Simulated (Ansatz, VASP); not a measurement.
**One calculation of FeO, two programs**

```
Fe O
1.0
     0.00000    2.15540    2.15540
     2.15540    0.00000    2.15540
     2.15540    2.15540    0.00000
Fe O
1 1
Direct
  0.00000 0.00000 0.00000
  0.50000 0.50000 0.50000
```

Alike in both runs: task relaxation of cell and atoms; functional LDA; k mesh 11 × 11 × 11; occupations fermi-dirac, width 0.05 eV; collinear spin.

```csv
,VASP,Ansatz
version,VASP 6.6.1,Ansatz 0.2.0
potentials or method,"VASP PAW LDA potentials, release 64 (Fe, O), cutoff 600 eV","all-electron LAPW, scalar-relativistic"
```

Ansatz gave:

| Item | Value |
| --- | --- |
| net moment per atom (μB) | 1.93 |
| size of the moment on the site where the two differ most (μB) | 3.45 |
| relaxed volume (Å³/atom) | 9.15 |
| relaxed cell length with the largest relative difference (Å) | 2.958 |

Question: Which values does VASP return?

Answer: net moment per atom (μB): 1.88; size of the moment on the site where the two differ most (μB): 3.38; relaxed volume (Å³/atom): 9.09; relaxed cell length with the largest relative difference (Å): 2.952.

LDA's correlation is that of Perdew and Zunger in VASP and of Perdew and Wang (1992) in Ansatz. Site moments also hang on the region over which each program counts them. Ansatz ran all-electron here, and VASP with PAW potentials.
